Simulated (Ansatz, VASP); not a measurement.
One calculation of TiTe2, two programs

```
Ti Te
1.0
     3.72595    0.00000    0.00000
    -1.86298    3.22677    0.00000
     0.00000    0.00000    6.41018
Ti Te
1 2
Direct
  0.00000 0.00000 0.00000
  0.66667 0.33333 0.26280
  0.33333 0.66667 0.73720
```

Change from the starting cell: volume scaled by 0.96, crystal datasets.

Alike in both runs: task electric field gradients; functional PBEsol; k mesh 13 × 13 × 7; occupations fermi-dirac, width 0.03 eV; no spin polarisation.

|  | VASP | Ansatz |
| --- | --- | --- |
| version | VASP 6.6.1 | Ansatz 0.2.0 |
| potentials or method | VASP PAW PBE potentials, release 64 (Ti_sv, Te), cutoff 520 eV | all-electron PAW with datasets made for the crystal, scalar-relativistic |

|  | VASP | Ansatz | Ansatz less VASP |
| --- | --- | --- | --- |
| pressure (GPa) | 0.4 | 0.4 | -0.05 |
| traceless stress, the component that is largest in VASP (GPa) | 0.93 | 0.92 | -0.010 |
| rms of the force components (eV/Å) | 0.126 | 0.117 | -0.0094 |
| size of Vzz on the site where it differs most (V/Å²) | 59.6 | 63.6 | +4.03 |

VASP's potentials were made for PBE, not for PBEsol. Atom by atom the forces differ by 0.009 eV/Å (rms over components). Ansatz ran all-electron here, and VASP with PAW potentials.

Spin-orbit coupling is off throughout.
